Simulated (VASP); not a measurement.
Write the native input for VASP 6.6.1 that does the following.

```
Task                   : relaxation of cell and atoms
Functional             : PBE
Potentials or basis    : VASP PAW PBE potentials, release 64 (Mg, S)
Cutoff                 : 600 eV
k mesh                 : 8 × 8 × 8
Occupations            : fermi-dirac, width 0.02 eV
Spin                   : no spin polarisation
Dipole correction      : no
Further INCAR settings : ALGO = Normal; EDIFF = 1e-07; IBRION = 2; EDIFFG = -0.005; NSW = 80; ISIF = 3
```

The structure of MgS lies in POSCAR:

```
MgS
1.0
    0.0000000000      2.6016500000      2.6016500000
    2.6016500000      0.0000000000      2.6016500000
    2.6016500000      2.6016500000      0.0000000000
Mg S
1 1
Direct
    0.0000000000      0.0000000000      0.0000000000
    0.5000000000      0.5000000000      0.5000000000
```

One way to write it, as run:

INCAR

```
PREC     = Accurate       # precision mode
ENCUT    = 600            # plane-wave cutoff, eV
EDIFF    = 1E-7           # SCF threshold, eV
ISMEAR   = -1             # smearing method
SIGMA    = 0.02           # smearing width, eV
LREAL    = False          # projectors in reciprocal space
LASPH    = True           # aspherical terms in the spheres
NELM     = 80             # most SCF steps
ALGO     = Normal         # electronic algorithm
ISIF     = 3              # what is computed and relaxed
LWAVE    = False          # write WAVECAR
LCHARG   = False          # write CHGCAR
GGA      = PE             # functional
IBRION   = 2              # ionic algorithm
NSW      = 80             # ionic steps
EDIFFG   = -0.005         # ionic threshold
```

KPOINTS

```
Automatic mesh
0
Gamma
  8 8 8
```

Potentials or basis: VASP PAW PBE potentials, release 64 (Mg, S).

Command:

```console
$ cat potpaw_PBE.64/Mg/POTCAR potpaw_PBE.64/S/POTCAR > POTCAR
$ mpirun -np 1 vasp_std > vasp.out
```

Results of the run:

- Relaxed volume: 17.81 Å³/atom
- Relaxed cell: a = 3.693 Å, b = 3.693 Å, c = 3.693 Å, α = 60.00°, β = 60.00°, γ = 60.00°
- Space group after relaxing (to 0.1 Å): Fm-3m (No. 225)
- Energy gained by relaxing: 0.6 meV/atom
- Ionic steps: 3
- Pressure after relaxing: 0.0 GPa
- Band gap on the k mesh: 2.75 eV (least direct gap 3.62 eV)

Run time: 49 s on 1 thread of Intel Xeon 8259CL, on a shared host, peak memory 0.17 GiB.
